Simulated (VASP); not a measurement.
Pb:

```
Pb
1.0
     0.00000    2.44157    2.44157
     2.44157    0.00000    2.44157
     2.44157    2.44157    0.00000
Pb
1
Direct
  0.00000 0.00000 0.00000
```

Base run:

| Item | Value |
| --- | --- |
| Program | VASP 6.6.1 |
| Functional | RPBE |
| Potentials or basis | VASP PAW PBE potentials, release 64 (Pb_d) |
| Cutoff | 520 eV |
| k mesh | 9 × 9 × 9 |
| Occupations | fermi-dirac, width 0.05 eV |
| Spin | no spin polarisation |

Its results: band gap on the k mesh zero (band 7 reaches 15.65 eV, above the bottom of band 8 at 6.24 eV); pressure 6.2 GPa.

Task: After a change of settings the same cell gave: band gap on the k mesh zero (band 7 reaches 15.65 eV, above the bottom of band 8 at 6.24 eV); pressure -16.0 GPa. Which change was it?
A. functional from RPBE to r2SCAN; further incar settings from ALGO = Normal; EDIFF = 1e-07; NBANDS = 13 to ALGO = Normal; EDIFF = 1e-06; NBANDS = 13
B. functional from RPBE to PBE0; k mesh from 9 × 9 × 9 to 6 × 6 × 6
C. functional from RPBE to BLYP
D. dispersion from none to D3(BJ)

Result: D.

Dispersion adds attraction, which lowers the pressure at fixed volume and, as a term added to the energy, leaves the levels alone.

Caveats: the PAW data sets were made with another functional, which shifts forces and pressure a little; spin-orbit coupling is left out, which moves the levels of the heavy elements; pairwise dispersion overbinds metals, which lowers pressure and volume (some runs).
